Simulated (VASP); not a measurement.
Runs of VASP 6.6.1 on C. The structure is that of space group Fmmm (No. 69), or close to it. The cells are those of the table. 

| task | level | potentials or basis | cell | cutoff (eV) | gap on the mesh (eV) | pressure (GPa) | relaxed volume (Å³/atom) |
| --- | --- | --- | --- | --- | --- | --- | --- |
| single point | PBEsol | VASP PAW PBE potentials, release 64 (C) | a = 4.240, b = 3.867, c = 2.459 Å, angles 80.9, 64.2, 34.9°, 2 atoms | 520 | (a) | (c) | - |
| single point | LDA | VASP PAW LDA potentials, release 64 (C) | a = 3.970, b = 3.574, c = 2.445 Å, angles 80.1, 62.5, 37.4°, 2 atoms | 520 | 0.09 | 0.8 | - |
| relaxation of cell and atoms | r2SCAN+rVV10 | VASP PAW PBE potentials, release 64 (C) | relaxed from a = 3.967, b = 3.566, c = 2.456 Å, angles 80.1, 62.3, 37.6°, 2 atoms | 600 | 0.10 | 0.0 | (b) |
| relaxation of cell and atoms | LDA | VASP PAW LDA potentials, release 64 (C) | relaxed from a = 3.967, b = 3.566, c = 2.456 Å, angles 80.1, 62.3, 37.6°, 2 atoms | 600 | 0.10 | 0.0 | 8.60 |
| relaxation of cell and atoms | PBEsol | VASP PAW PBE potentials, release 64 (C) | relaxed from a = 3.967, b = 3.566, c = 2.456 Å, angles 80.1, 62.3, 37.6°, 2 atoms | 600 | 0.06 | 0.0 | 9.43 |
| single point | r2SCAN+rVV10 | VASP PAW PBE potentials, release 64 (C) | a = 3.980, b = 3.582, c = 2.455 Å, angles 80.1, 62.5, 37.4°, 2 atoms | 520 | 0.10 | 0.7 | - |

Alike in all rows: no spin polarisation; k mesh 15 × 15 × 15; smearing fermi-dirac 0.1 eV.

Q: Estimate the missing entries.

A: (a) 0.05; (b) 8.69; (c) 0.6.

Caveats: the PAW data sets were made with another functional, which shifts forces and pressure a little (some runs).

A k mesh can miss the band edges.
